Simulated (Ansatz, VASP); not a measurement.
Two plane-wave programs on Sn

```
Sn
1.0
     4.61074    0.00000    0.00000
    -2.30537    3.99302    0.00000
     0.00000    0.00000    7.57819
Sn
4
Cartesian
  0.0000 0.0000 0.0009
  0.0000 0.0000 2.8410
  0.0000 2.6620 3.7900
  0.0000 2.6620 6.6301
```

Alike in both runs: functional PBEsol; k mesh 12 × 12 × 6; occupations gaussian, width 0.1 eV; no spin polarisation.

Ansatz relaxed the structure, and its values are those at the end. VASP's run is a single point on that final structure, the one shown.

|  | VASP | Ansatz |
| --- | --- | --- |
| version | VASP 6.6.1 | Ansatz 0.2.0 |
| potentials or method | VASP PAW PBE potentials, release 64 (Sn_d), cutoff 520 eV | scalar-relativistic, plane waves, PAW |
| valence electrons in the cell | 56 | 56 |

```csv
,VASP,Ansatz,Ansatz less VASP
gap on the k mesh at the Fermi level (eV),none,none,-
pressure (GPa),-0.1,0.0,+0.07
```

VASP's potentials were made for PBE, not for PBEsol. A gap of «none» marks a metal or a gap that the smearing closes.
